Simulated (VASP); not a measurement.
# W (R-3m) in VASP: notebook

Runs on W. Level: PBE. Tasks: single point.

All numbers are computed with VASP 6.6.1; they aren't measurements. Logs are shortened: lines on timing, memory, paths and dates and some standing lists are left out, and cuts for length are marked.

### 1 The cell of the first run

The structure is trigonal, space group R-3m (No. 166). Conventional cell: a = 4.490 Å, b = 4.490 Å, c = 2.722 Å, α = 90.00°, β = 90.00°, γ = 120.00°. Within 3.6 Å of W (site symmetry -3m) lie 14 W at 2.72 to 3.16 Å.

### 2 Single point, PBE

INCAR reads:

```
PREC = Accurate ; ENCUT = 500
EDIFF = 1E-6 ; ISMEAR = 1
SIGMA = 0.05 ; LREAL = F
LASPH = T ; NELM = 120
ALGO = Normal ; ISIF = 2
LWAVE = F ; LCHARG = T
GGA = PE ; LELF = T
LVHAR = T ; NBANDS = 13
GGA_COMPAT = F
```

KPOINTS reads:

```
regular mesh
0
Gamma
  15 15 15
```

POSCAR reads:

```
W
1.0
   -1.5928939667      1.5823450000      1.5823450000
    1.5823450000     -1.5928939667      1.5823450000
    1.5823450000      1.5823450000     -1.5928939667
W
1
Direct
    0.0000000000      0.0000000000      0.0000000000
```

Potentials or basis: VASP PAW PBE potentials, release 64 (W_sv).

Run with:

```console
cat potpaw_PBE.64/W_sv/POTCAR > POTCAR
mpirun -np 1 vasp_std > vasp.out
```

OUTCAR:

```text
PREC = Accurate
   ENCUT = 500
   EDIFF = 1E-6
   ISMEAR = 1
   LREAL = F
   LASPH = T
   NELM = 120
   ISIF = 2
   GGA = PE

 ion  position               nearest neighbor table
   1  0.000  0.000  0.000-

  LATTYP: Found a trigonal (rhomboedric) cell.
 ALAT       =     2.7468058882
 COS(alpha) =    -0.3362782260

  Lattice vectors:

 A1 = (  -1.5928939667,   1.5823450000,   1.5823450000)
 A2 = (   1.5823450000,  -1.5928939667,   1.5823450000)
 A3 = (   1.5823450000,   1.5823450000,  -1.5928939667)

Analysis of symmetry for initial positions (statically):
=====================================================================
 Subroutine PRICEL returns:
 Original cell was already a primitive cell.

 Routine SETGRP: Setting up the symmetry group for a
 trigonal (rhombohedral) supercell.

 Subroutine GETGRP returns: Found 12 space group operations
 (whereof 12 operations were pure point group operations)
 out of a pool of 12 trial point group operations.

The static configuration has the point symmetry D_3d.

Analysis of symmetry for dynamics (positions and initial velocities):
=====================================================================
 Subroutine PRICEL returns:
 Original cell was already a primitive cell.

 Routine SETGRP: Setting up the symmetry group for a
 trigonal (rhombohedral) supercell.

 Subroutine GETGRP returns: Found 12 space group operations
 (whereof 12 operations were pure point group operations)
 out of a pool of 12 trial point group operations.

The dynamic configuration has the point symmetry D_3d.

 Subroutine INISYM returns: Found 12 space group operations
 (whereof 12 operations are pure point group operations),
 and found     1 'primitive' translations

----------------------------------------------------------------------------------------

                                     Primitive cell

  volume of cell :      15.8471

  direct lattice vectors                    reciprocal lattice vectors
    -1.592893967  1.582345000  1.582345000     0.002113671  0.317050597  0.317050597
     1.582345000 -1.592893967  1.582345000     0.317050597  0.002113671  0.317050597
     1.582345000  1.582345000 -1.592893967     0.317050597  0.317050597  0.002113671

  length of vectors
     2.746805888  2.746805888  2.746805888     0.448382236  0.448382236  0.448382236

  position of ions in fractional coordinates (direct lattice)
     0.000000000  0.000000000  0.000000000

  ion indices of the primitive-cell ions
   primitive index   ion index
                 1           1

----------------------------------------------------------------------------------------

 KPOINTS: regular mesh

Automatic generation of k-mesh.
 Grid dimensions read from file:
 generate k-points for:   15   15   15

 Generating k-lattice:

  Cartesian coordinates                     Fractional coordinates (reciprocal lattice)
     0.000140911  0.021136706  0.021136706     0.066666667 -0.000000000 -0.000000000
     0.021136706  0.000140911  0.021136706    -0.000000000  0.066666667 -0.000000000
     0.021136706  0.021136706  0.000140911    -0.000000000 -0.000000000  0.066666667

  Length of vectors
     0.029892149  0.029892149  0.029892149

  Shift w.r.t. Gamma in fractional coordinates (k-lattice)
     0.000000000  0.000000000  0.000000000

 Subroutine IBZKPT returns following result:
 ===========================================

 Found    344 irreducible k-points:

 Following reciprocal coordinates:
            Coordinates               Weight
  0.000000  0.000000  0.000000      1.000000
  0.066667  0.000000  0.000000      6.000000
  0.133333  0.000000  0.000000      6.000000
  0.200000  0.000000  0.000000      6.000000
  0.266667  0.000000  0.000000      6.000000
  0.333333 -0.000000 -0.000000      6.000000
[... 16 lines left out ...]
  0.133333  0.133333  0.000000      6.000000
  0.200000  0.133333  0.000000     12.000000
 [... further k-points ...]
   k-points           NKPTS =    344   k-points in BZ     NKDIM =    344   number of bands    NBANDS=     13
   number of dos      NEDOS =    301   number of ions     NIONS =      1
   total plane-waves  NPLWV =   8000
   dimension x,y,z NGX =    20 NGY =   20 NGZ =   20
   dimension x,y,z NGXF=    40 NGYF=   40 NGZF=   40
   ions per type =               1
   NGX,Y,Z   is equivalent  to a cutoff of  12.10, 12.10, 12.10 a.u.
   NGXF,Y,Z  is equivalent  to a cutoff of  24.21, 24.21, 24.21 a.u.
 SYSTEM =  unknown system
   PREC   = accura    normal or accurate (medium, high low for compatibility)
   ISTART =      0    job   : 0-new  1-cont  2-samecut
   ICHARG =      2    charge: 1-file 2-atom 10-const
   ISPIN  =      1    spin polarized calculation?
   LNONCOLLINEAR =      F non collinear calculations
   LSORBIT =      F    spin-orbit coupling
   LASPH  =      T    aspherical Exc in radial PAW
   ENCUT  =  500.0 eV  36.75 Ry    6.06 a.u.   5.01  5.01  5.01*2*pi/ulx,y,z
   NELM   =    120;   NELMIN=  2; NELMDL= -5     # of ELM steps
   EDIFF  = 0.1E-05   stopping-criterion for ELM
   LREAL  =      F    real-space projection
   EDIFFG = 0.1E-04   stopping-criterion for IOM
   NSW    =      0    number of steps for IOM
   IBRION =     -1    ionic relax: 0-MD 1-quasi-New 2-CG
   NFREE  =      0    steps in history (QN), initial steepest desc. (CG)
   ISIF   =      2    stress and relaxation
   ISYM   =      2    0-nonsym 1-usesym 2-fastsym
   POTIM  = 0.5000    time-step for ionic-motion
   TEBEG  =    0.0;   TEEND  =   0.0 temperature during run
   PSTRESS=    0.0 pullay stress
   NELECT =      14.0000    total number of electrons
   NUPDOWN=      -1.0000    fix difference up-down
   EMIN   =  10.00;   EMAX   =-10.00  energy-range for DOS
   EFERMI =   0.00;   METHOD = LEGACY
   ISMEAR =     1;   SIGMA  =   0.05  broadening in eV -4-tet -1-fermi 0-gaus
   EFERMI_NEDOS =   21; number of points for ismear=-14 and -15
   IALGO  =     38    algorithm
   IMIX   =      4    mixing-type and parameters
     AMIX     =   0.40;   BMIX     =  1.00
     AMIX_MAG =   1.60;   BMIX_MAG =  1.00
  volume/ion in A,a.u.               =      15.85       106.94
  Fermi-wavevector in a.u.,A,eV,Ry     =   1.570849  2.968475 33.573291  2.467567
  Thomas-Fermi vector in A             =   2.672521
   LORBIT       =      0    0 simple, 1 ext, 2 COOP (PROOUT), +10 PAW based schemes
   GGA     = PE    functional components
   LHFCALC =     F    Hartree Fock is set to
   AEXX    =    0.0000 exact exchange contribution
   IVDW    =     0    specifies the selected vdW correction
   LEPSILON=     F    determine dielectric tensor
   LRPA    =     F    only Hartree local field effects (RPA)
 non-spin polarized calculation
 Methfessel and Paxton  Order N= 1 SIGMA  =   0.05
  energy-cutoff  :      500.00
  volume of cell :       15.85
 maximum number of plane-waves:       415
   NGX =  9   NGY =  9   NGZ =  9

 number of electron      14.0000003 magnetization

 Free energy of the ion-electron system (eV)
  ---------------------------------------------------
  ext. energy  EPLUGINS =         0.00000000
  ---------------------------------------------------
  free energy    TOTEN  =       -12.94616451 eV

  energy without entropy =      -12.94613208  energy(sigma->0) =      -12.94615370

 E-fermi :  11.3908     XC(G=0): -13.6438

 val. band max:       11.3697040693   @ k =  -0.3333   0.2667   0.2667
 cond. band min:      11.3980427514   @ k =  -0.4000   0.3333   0.3333
 fundamental gap:      0.0283386821
 Fermi energy:        11.3908000803

 k-point     1 :       0.0000    0.0000    0.0000
  band No.  band energies     occupation
      1     -62.7444      2.00000
      2     -26.3151      2.00000
      3     -26.3151      2.00000
      4     -26.2839      2.00000
      5       1.8094      2.00000
      6      10.0951      2.00000
      7      10.2722      2.00000
      8      10.2722      2.00000
      9      13.7100      0.00000
     10      13.7100      0.00000
     11      25.8439      0.00000
     12      26.0285      0.00000
     13      26.0285      0.00000

 k-point     2 :       0.0667    0.0000    0.0000
  band No.  band energies     occupation
      1     -62.7385      2.00000
      2     -26.3602      2.00000
      3     -26.3194      2.00000
      4     -26.3153      2.00000
      5       2.0263      2.00000
      6      10.1387      2.00000
      7      10.1584      2.00000
      8      10.3959      2.00000
      9      13.4899      0.00000
     10      13.7073      0.00000
     11      26.0646      0.00000
     12      26.3683      0.00000
     13      26.5631      0.00000

 k-point     3 :       0.1333    0.0000    0.0000
  band No.  band energies     occupation
      1     -62.7218      2.00000
      2     -26.5263      2.00000
      3     -26.3779      2.00000
      4     -26.3157      2.00000
      5       2.6410      2.00000
      6       9.7828      2.00000
      7      10.0585      2.00000
      8      10.9906      2.00000
      9      13.0842      0.00000
     10      13.7159      0.00000
     11      26.5154      0.00000
     12      27.4110      0.00000
     13      27.8177      0.00000

 k-point     4 :       0.2000    0.0000    0.0000
  band No.  band energies     occupation
      1     -62.6971      2.00000
      2     -26.7703      2.00000
      3     -26.4575      2.00000
      4     -26.3165      2.00000
      5       3.5338      2.00000
      6       9.3061      2.00000
      7       9.7857      2.00000
      8      11.9870     -0.00000
      9      12.9183      0.00000
     10      13.7717      0.00000
     11      26.6679      0.00000
     12      28.6524      0.00000
     13      29.0414      0.00000

 k-point     5 :       0.2667    0.0000    0.0000
  band No.  band energies     occupation
      1     -62.6686      2.00000
      2     -27.0420      2.00000
      3     -26.5469      2.00000
      4     -26.3173      2.00000
      5       4.4563      2.00000
      6       8.8137      2.00000
      7       9.6140      2.00000
      8      13.0875      0.00000
      9      13.3085      0.00000
     10      13.9035      0.00000
     11      25.9279      0.00000
     12      27.6677      0.00000
     13      31.1171      0.00000
[... 257 lines left out ...]
 k-point    22 :      -0.0667    0.0667    0.0000
  band No.  band energies     occupation
      1     -62.7388      2.00000
      2     -26.3745      2.00000
      3     -26.3294      2.00000
      4     -26.2883      2.00000
      5       2.0229      2.00000
      6       9.9931      2.00000
      7      10.2077      2.00000
      8      10.4774      2.00000
      9      13.5165      0.00000
     10      13.7146      0.00000
     11      26.2042      0.00000
     12      26.2837      0.00000
     13      26.4677      0.00000

 k-point    23 :       0.1333    0.1333    0.0000
  band No.  band energies     occupation
      1     -62.6832      2.00000
      2     -26.8895      2.00000
      3     -26.4656      2.00000
      4     -26.3663      2.00000
      5       4.0629      2.00000
      6       9.2811      2.00000
      7       9.3153      2.00000
      8      12.5869      0.00000
      9      12.7498      0.00000
     10      14.0653      0.00000
     11      27.5311      0.00000
     12      27.6298      0.00000
     13      29.3990      0.00000

 k-point    24 :       0.2000    0.1333    0.0000
  band No.  band energies     occupation
      1     -62.6570      2.00000
      2     -27.1110      2.00000
      3     -26.5593      2.00000
      4     -26.3811      2.00000
      5       4.9927      2.00000
      6       8.7971      2.00000
      7       9.1025      2.00000
      8      12.6720      0.00000
      9      14.1621      0.00000
     10      14.3145      0.00000
     11      26.1406      0.00000
     12      27.7398      0.00000
     13      30.1167      0.00000

 [... further k-points ...]

------------------------ aborting loop because EDIFF is reached ----------------------------------------

  FORCE on cell =-STRESS in cart. coord.  units (eV):
  Direction    XX          YY          ZZ          XY          YZ          ZX
  --------------------------------------------------------------------------------------
  -------------------------------------------------------------------------------------
  Total        0.6384158      0.6384158      0.6384158      0.1164761      0.1164761      0.1164761
  in kB       64.5453862     64.5453862     64.5453862     11.7760111     11.7760111     11.7760111
  external PRESSURE =      64.5453862 kB  Pullay stress =       0.0000000 kB

 VOLUME and BASIS-vectors are now :
 -----------------------------------------------------------------------------
  energy-cutoff  :      500.00
  volume of cell :       15.85
      direct lattice vectors                 reciprocal lattice vectors
    -1.592893967  1.582345000  1.582345000     0.002113671  0.317050597  0.317050597
     1.582345000 -1.592893967  1.582345000     0.317050597  0.002113671  0.317050597
     1.582345000  1.582345000 -1.592893967     0.317050597  0.317050597  0.002113671

 POSITION                                       TOTAL-FORCE (eV/Angst)
 -----------------------------------------------------------------------------------
      0.00000      0.00000      0.00000        -0.000000     -0.000000      0.000000
 -----------------------------------------------------------------------------------
    total drift:                                0.000000     -0.000000      0.000000

  FREE ENERGIE OF THE ION-ELECTRON SYSTEM (eV)
  ---------------------------------------------------
  free  energy   TOTEN  =       -12.9461645148 eV

  energy  without entropy=      -12.9461320775  energy(sigma->0) =      -12.94615370
```

Run time: 26 s. Hardware: 1 thread of Intel Xeon Platinum 8375C at 2.90GHz (Ice Lake), shared host; peak memory 0.17 GiB.

Results:

| Quantity | Value |
| --- | --- |
| Free energy | -12.9462 eV |
| Pressure | 6.5 GPa |
| Band gap on the k mesh | zero (band 7 reaches 16.03 eV, above the bottom of band 8 at 10.27 eV) |

Levels at points of the mesh, in eV from the Fermi level:
| k point | band 4 | band 5 | band 6 | band 7 | band 8 | band 9 | band 10 | band 11 |
| --- | --- | --- | --- | --- | --- | --- | --- | --- |
| (0.00, 0.00, 0.00) | -37.67 | -9.58 | -1.30 | -1.12 | -1.12 | 2.32 | 2.32 | 14.45 |

Caveat: spin-orbit coupling is left out, which moves the levels of the heavy elements.

### 3 Single point, PBE

INCAR reads:

```
SYSTEM = W
PREC     = Accurate       ! precision mode
ENCUT    = 500            ! plane-wave cutoff, eV
EDIFF    = 1E-6           ! SCF threshold, eV
ISMEAR   = 1              ! smearing method
SIGMA    = 0.05           ! smearing width, eV
LREAL    = .False.        ! projectors in reciprocal space
LASPH    = .True.         ! aspherical terms in the spheres
NELM     = 120            ! most SCF steps
ALGO     = Normal         ! electronic algorithm
ISIF     = 2              ! what is computed and relaxed
LWAVE    = .False.        ! write WAVECAR
LCHARG   = .False.        ! write CHGCAR
GGA      = PE             ! functional
NBANDS   = 13             ! bands
GGA_COMPAT= .False.
```

KPOINTS reads:

```
regular mesh
0
Gamma
  15 15 15
  0 0 0
```

POSCAR reads:

```
W
1.0
   -1.5717960333      1.5823450000      1.5823450000
    1.5823450000     -1.5717960333      1.5823450000
    1.5823450000      1.5823450000     -1.5717960333
W
1
Direct
    0.0000000000      0.0000000000      0.0000000000
```

Potentials or basis: VASP PAW PBE potentials, release 64 (W_sv).

Run with:

```console
cat potpaw_PBE.64/W_sv/POTCAR > POTCAR
mpirun -np 1 vasp_std > vasp.out
```

OUTCAR:

```text
SYSTEM = W
   PREC = Accurate
   ENCUT = 500
   EDIFF = 1E-6
   ISMEAR = 1
   LREAL = .False.
   LASPH = .True.
   NELM = 120
   ISIF = 2
   GGA = PE

 ion  position               nearest neighbor table
   1  0.000  0.000  0.000-

  LATTYP: Found a trigonal (rhomboedric) cell.
 ALAT       =     2.7346250508
 COS(alpha) =    -0.3303522269

  Lattice vectors:
[... 561 lines left out ...]
      8      12.7674      0.00000
      9      14.1552      0.00000
     10      14.4192      0.00000
     11      26.1274      0.00000
     12      27.7321      0.00000
     13      30.2063      0.00000

 [... further k-points ...]

------------------------ aborting loop because EDIFF is reached ----------------------------------------

  FORCE on cell =-STRESS in cart. coord.  units (eV):
  Direction    XX          YY          ZZ          XY          YZ          ZX
  --------------------------------------------------------------------------------------
  -------------------------------------------------------------------------------------
  Total        0.6387643      0.6387643      0.6387643     -0.1135317     -0.1135317     -0.1135317
  in kB       64.5806051     64.5806051     64.5806051    -11.4783300    -11.4783300    -11.4783300
  external PRESSURE =      64.5806051 kB  Pullay stress =       0.0000000 kB

 VOLUME and BASIS-vectors are now :
 -----------------------------------------------------------------------------
  energy-cutoff  :      500.00
  volume of cell :       15.85
      direct lattice vectors                 reciprocal lattice vectors
    -1.571796033  1.582345000  1.582345000    -0.002099626  0.314943902  0.314943902
     1.582345000 -1.571796033  1.582345000     0.314943902 -0.002099626  0.314943902
     1.582345000  1.582345000 -1.571796033     0.314943902  0.314943902 -0.002099626

 POSITION                                       TOTAL-FORCE (eV/Angst)
 -----------------------------------------------------------------------------------
      0.00000      0.00000      0.00000         0.000000      0.000000      0.000000
 -----------------------------------------------------------------------------------
    total drift:                                0.000000     -0.000000      0.000000

  FREE ENERGIE OF THE ION-ELECTRON SYSTEM (eV)
  ---------------------------------------------------
  free  energy   TOTEN  =       -12.9461909126 eV

  energy  without entropy=      -12.9461566586  energy(sigma->0) =      -12.94617949
```

stdout:

```text
POSCAR found type information on POSCAR W
 POSCAR found :  1 types and       1 ions
 scaLAPACK will be used
 LDA part: xc-table for (Slater+PW92), standard interpolation
 POSCAR, INCAR and KPOINTS ok, starting setup
 FFT: planning ... GRIDC
 FFT: planning ... GRID_SOFT
 FFT: planning ... GRID
 WAVECAR not read
 entering main loop
```

Wall time 25 s (1 thread of Intel Xeon Platinum 8375C at 2.90GHz (Ice Lake), shared host); peak memory 0.18 GiB.

Results:

| Item | Value |
| --- | --- |
| Free energy | -12.9462 eV |
| Pressure | 6.5 GPa |
| Band gap on the k mesh | zero (band 7 reaches 16.01 eV, above the bottom of band 8 at 10.33 eV) |

Stress tensor (GPa, compression positive):
```
 6.46 -1.15 -1.15
-1.15  6.46 -1.15
-1.15 -1.15  6.46
```

Caveat: spin-orbit coupling is left out, which moves the levels of the heavy elements.

### 4 Single point, PBE

INCAR reads:

```
ALGO     = Normal         # electronic algorithm
EDIFF    = 1E-6           # SCF threshold, eV
ENCUT    = 500            # plane-wave cutoff, eV
GGA      = PE             # functional
GGA_COMPAT= False        
ISIF     = 2              # what is computed and relaxed
ISMEAR   = 1              # smearing method
LASPH    = True           # aspherical terms in the spheres
LCHARG   = True           # write CHGCAR
LELF     = True           # ELF
LREAL    = False          # projectors in reciprocal space
LVHAR    = True         
LWAVE    = False          # write WAVECAR
NBANDS   = 13             # bands
NELM     = 120            # most SCF steps
PREC     = Accurate       # precision mode
SIGMA    = 0.05           # smearing width, eV
```

KPOINTS reads:

```
k-points
0
Gamma
  15 15 15
```

POSCAR reads:

```
W
1.0
   -1.5612470667      1.5823450000      1.5823450000
    1.5823450000     -1.5612470667      1.5823450000
    1.5823450000      1.5823450000     -1.5612470667
W
1
Direct
    0.0000000000      0.0000000000      0.0000000000
```

Run with:

```console
cat potpaw_PBE.64/W_sv/POTCAR > POTCAR
mpirun -np 1 vasp_std > vasp.out
```

Wall time 25 s (1 thread of Intel Xeon Platinum 8375C at 2.90GHz (Ice Lake), shared host); peak memory 0.18 GiB.

Results (log left out):

```
Free energy            : -12.9428 eV
Pressure               : 6.5 GPa
Band gap on the k mesh : zero (band 7 reaches 15.90 eV, above the bottom of band 8 at 10.35 eV)
```

Stress tensor (GPa, compression positive):
```
 6.51 -2.26 -2.26
-2.26  6.51 -2.26
-2.26 -2.26  6.51
```

Levels at points of the mesh, in eV from the Fermi level:
```
           k point  band 4  band 5  band 6  band 7  band 8  band 9  band 10  band 11
(0.00, 0.00, 0.00)  -37.70   -9.61   -1.33   -1.33   -0.96    2.30     2.30    14.43
```

Caveat: spin-orbit coupling is left out, which moves the levels of the heavy elements.

(Continued in part 2 of 2.)
